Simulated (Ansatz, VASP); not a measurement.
# Co: VASP beside Ansatz

INCAR

```
PREC = Accurate ; ENCUT = 520
EDIFF = 1E-6 ; ISMEAR = 0
SIGMA = 0.1 ; LREAL = F
LASPH = T ; NELM = 150
ALGO = Fast ; ISIF = 2
LWAVE = F ; LCHARG = T
ISPIN = 2 ; MAGMOM = 3 3
LORBIT = 11 ; LMAXMIX = 4
GGA = PE ; LELF = T
LVHAR = T ; NBANDS = 20
```

The input KPOINTS:

```
Automatic mesh
0
Gamma
  6 6 4
```

POSCAR

```
Co
1.0
    2.4526882437     -1.7259802144      0.0000000000
    2.4526882437      1.7259802144      0.0000000000
    0.0000000000      0.0000000000      4.9101939246
Co
2
Direct
    0.7498240020      0.2501759980      0.2500000000
    0.2501759980      0.7498240020      0.7500000000
```

Input for Ansatz:

```yaml
crystal:
  lattice:
    - [2.4526882437, -1.7259802144, 0.0]
    - [2.4526882437, 1.7259802144, 0.0]
    - [0.0, 0.0, 4.9101939246]
  atoms:
    - { symbol: Co, position: [0.749824002, 0.250175998, 0.25], spin: 3.0 }
    - { symbol: Co, position: [0.250175998, 0.749824002, 0.75], spin: 3.0 }
basis:
  ecutwfc: 420
kpoints:
  mp_grid: { grid: [6, 6, 4] }
hamiltonian:
  xc: pbe
scf:
  occupations: { method: gaussian, width: 0.1 }
  lower_state_search: "off"
output:
  forces: true
  stress: true
  eigenvalues: true
  populations: true
magnetization:
  spin_polarized: true
```

Alike in both runs: task single point; functional PBE; k mesh 6 × 6 × 4; occupations gaussian, width 0.1 eV; collinear spin.

|  | VASP | Ansatz |
| --- | --- | --- |
| version | VASP 6.6.1 | Ansatz 0.2.0 |
| potentials or method | VASP PAW PBE potentials, release 64 (Co), cutoff 520 eV | scalar-relativistic, plane waves, PAW |
| valence electrons in the cell | 18 | 34 |

|  | VASP | Ansatz | Ansatz less VASP |
| --- | --- | --- | --- |
| gap on the k mesh at the Fermi level (eV) | none | none | - |
| pressure (GPa) | -27.1 | -27.4 | -0.32 |
| traceless stress, the component that is largest in VASP (GPa) | 0.57 | 0.49 | -0.081 |
| net moment per atom (μB) | 1.97 | 2.01 | +0.036 |
| size of the moment on the site where the two differ most (μB) | 2.07 | 2.11 | +0.045 |

Site moments also hang on the region over which each program counts them. A gap of «none» marks a metal or a gap that the smearing closes. With one functional, cell and mesh, what is left measures potentials, basis and numerics. VASP's potentials hold 18 valence electrons a cell and Ansatz's 34, so a difference there can come from the potentials and not from the codes.

The k mesh is coarse, so the values compare programs but aren't converged.
